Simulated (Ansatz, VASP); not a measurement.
# Y in VASP and in Ansatz

```
Y
1.0
     3.52627    0.00000    0.00000
    -1.76313    3.05384    0.00000
     0.00000    0.00000   11.35190
Y
4
Direct
  0.00000 0.00000 0.00000
  0.33333 0.66667 0.25000
  0.00000 0.00000 0.50000
  0.66667 0.33333 0.75000
```

Change from the starting cell: equal strain along all axes, cell held, atoms relaxed: -2.0 %.

Alike in both runs: task single point; functional PBE; k mesh 18 × 18 × 6; occupations gaussian, width 0.1 eV; no spin polarisation.

|  | VASP | Ansatz |
| --- | --- | --- |
| version | VASP 6.6.1 | Ansatz 0.2.0 |
| potentials or method | VASP PAW PBE potentials, release 64 (Y_sv), cutoff 520 eV | scalar-relativistic, plane waves, PAW |
| valence electrons in the cell | 44 | 44 |

```tsv
	VASP	Ansatz	Ansatz less VASP
gap on the k mesh at the Fermi level (eV)	none	none	-
pressure (GPa)	2.5	2.6	+0.14
```

A gap of «none» marks a metal or a gap that the smearing closes.
